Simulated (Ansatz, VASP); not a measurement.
One calculation of Os, two programs

```
Os
1.0
     2.75279    0.00000    0.00000
    -1.37640    2.38399    0.00000
     0.00000    0.00000    4.35086
Os
2
Direct
  0.33333 0.66667 0.25000
  0.66667 0.33333 0.75000
```

Alike in both runs: functional PBE; k mesh 18 × 18 × 10; occupations gaussian, width 0.1 eV; no spin polarisation.

Ansatz relaxed the structure, and its values are those at the end. VASP's run is a single point on that final structure, the one shown.

|  | VASP | Ansatz |
| --- | --- | --- |
| version | VASP 6.6.1 | Ansatz 0.2.0 |
| potentials or method | VASP PAW PBE potentials, release 64 (Os), cutoff 520 eV | scalar-relativistic, plane waves, PAW |
| valence electrons in the cell | 16 | 32 |

Ansatz gave:

| Item | Value |
| --- | --- |
| gap on the k mesh at the Fermi level (eV) | none |
| pressure (GPa) | 0.0 |

Problem. Which values does VASP return?

Solution. gap on the k mesh at the Fermi level (eV): none; pressure (GPa): -0.2.

A gap of «none» marks a metal or a gap that the smearing closes. VASP's potentials hold 16 valence electrons a cell and Ansatz's 32, so a difference there can come from the potentials and not from the codes.

Neither program's run includes spin-orbit coupling.
